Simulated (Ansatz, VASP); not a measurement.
## Two plane-wave programs on TiO2

Contents of POSCAR:

```
TiO2
1.0
    4.5968534828      0.0000000000      0.0000000000
    0.0000000000      4.5968534828      0.0000000000
    0.0000000000      0.0000000000      2.9534912833
Ti O
2 4
Direct
    0.0000000000      0.0000000000      0.0000000000
    0.5000000000      0.5000000000      0.5000000000
    0.3046432215      0.3046432215      0.0000000000
    0.1953567785      0.8046432215      0.5000000000
    0.8046432215      0.1953567785      0.5000000000
    0.6953567785      0.6953567785      0.0000000000
```

Contents of INCAR.step1:

```
PREC = Accurate
ENCUT = 520
ISMEAR = 0
SIGMA = 0.01
LREAL = F
LASPH = T
NELM = 100
NBANDS = 33
GGA = PE
ALGO = Normal
EDIFF = 1E-4
LWAVE = T
LCHARG = F
```

INCAR.step2

```
PREC = Accurate
ENCUT = 520
EDIFF = 1E-6
ISMEAR = 0
SIGMA = 0.01
LREAL = F
LASPH = T
NELM = 100
ALGO = Normal
ISIF = 2
LWAVE = F
LCHARG = T
METAGGA = R2SCAN
LMIXTAU = T
LELF = T
LVHAR = T
NBANDS = 33
ISTART = 1
```

KPOINTS

```
regular mesh
0
Gamma
  6 6 8
```

Input for Ansatz:

```yaml
crystal:
  lattice:
    - [4.5968534828, 0.0, 0.0]
    - [0.0, 4.5968534828, 0.0]
    - [0.0, 0.0, 2.9534912833]
  atoms:
    - { symbol: Ti, position: [0.0, 0.0, 0.0] }
    - { symbol: Ti, position: [0.5, 0.5, 0.5] }
    - { symbol: O, position: [0.3046432215, 0.3046432215, 0.0] }
    - { symbol: O, position: [0.1953567785, 0.8046432215, 0.5] }
    - { symbol: O, position: [0.8046432215, 0.1953567785, 0.5] }
    - { symbol: O, position: [0.6953567785, 0.6953567785, 0.0] }
kpoints:
  mp_grid: { grid: [6, 6, 8] }
  band_path:
    path:
      - [0.0, 0.0, 0.0]
      - [0.0, 0.5, 0.0]
      - [0.5, 0.5, 0.0]
      - [0.0, 0.0, 0.5]
      - [0.0, 0.5, 0.5]
      - [0.5, 0.5, 0.5]
    npoints: 1
hamiltonian:
  xc: r2scan
scf:
  occupations: { method: fixed }
  n_extra_bands: 5
output:
  forces: true
  stress: true
  eigenvalues: true
```

Alike in both runs: task single point; functional r2SCAN; k mesh 6 × 6 × 8; no spin polarisation.

```csv
,VASP,Ansatz
version,VASP 6.6.1,Ansatz 0.2.0
potentials or method,"VASP PAW PBE potentials, release 64 (Ti_sv, O)","plane waves, PAW"
plane-wave cutoff (eV),520,500
occupations,"gaussian, width 0.01 eV",fixed
valence electrons in the cell,48,48
```

|  | VASP | Ansatz | Ansatz less VASP |
| --- | --- | --- | --- |
| gap on the k mesh at the Fermi level (eV) | 2.23 | 2.22 | -0.009 |
| pressure (GPa) | 1.3 | 0.0 | -1.28 |
| traceless stress, the component that is largest in VASP (GPa) | 0.49 | 0.02 | -0.466 |
| rms of the force components (eV/Å) | 0.018 | 0.002 | -0.0159 |

VASP's potentials were made for PBE, not for r2SCAN. Atom by atom the forces differ by 0.016 eV/Å (rms over components).
